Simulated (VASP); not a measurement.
Input of a VASP 6.6.1 run:

The input INCAR:

```
SYSTEM = AgC2
PREC = Accurate
ENCUT = 600
EDIFF = 1E-6
ISMEAR = 0
SIGMA = 0.2
LREAL = .FALSE.
LASPH = .TRUE.
NELM = 120
ALGO = Normal
ISIF = 2
LWAVE = .FALSE.
LCHARG = .FALSE.
GGA = PE
NBANDS = 16
GGA_COMPAT = .FALSE.
```

The input KPOINTS:

```
regular mesh
0
G
  7 7 4
  0 0 0
```

File POSCAR:

```
AgC2
1.0
    2.9868381901      0.0000000000      0.0000000000
    0.0000000000      2.9868381901      0.0000000000
    0.0000000000      0.0000000000      4.1762842212
Ag C
1 2
Direct
    0.0000000000      0.0000000000      0.0000000000
    0.5000000000      0.5000000000      0.3472117834
    0.5000000000      0.5000000000      0.6527882166
```

Potentials or basis: VASP PAW PBE potentials, release 64 (Ag, C).

Run with:

```console
$ cat potpaw_PBE.64/Ag/POTCAR potpaw_PBE.64/C/POTCAR > POTCAR
$ mpirun -np 1 vasp_std > vasp.out
```

Q: Estimate the largest force.

A: 0.022 eV/Å.

Q: What does it give for the band gap on the k mesh?

A: Zero (an odd number of electrons rules out a gap without spin polarisation).

Forces on the atoms (eV/Å):
```
Ag   0.000  0.000  0.000
C    0.000  0.000 -0.022
C    0.000  0.000  0.022
```

Caveat: the k points lie up to 0.38 Å⁻¹ apart, too coarse for converged energies and pressures of a metal.
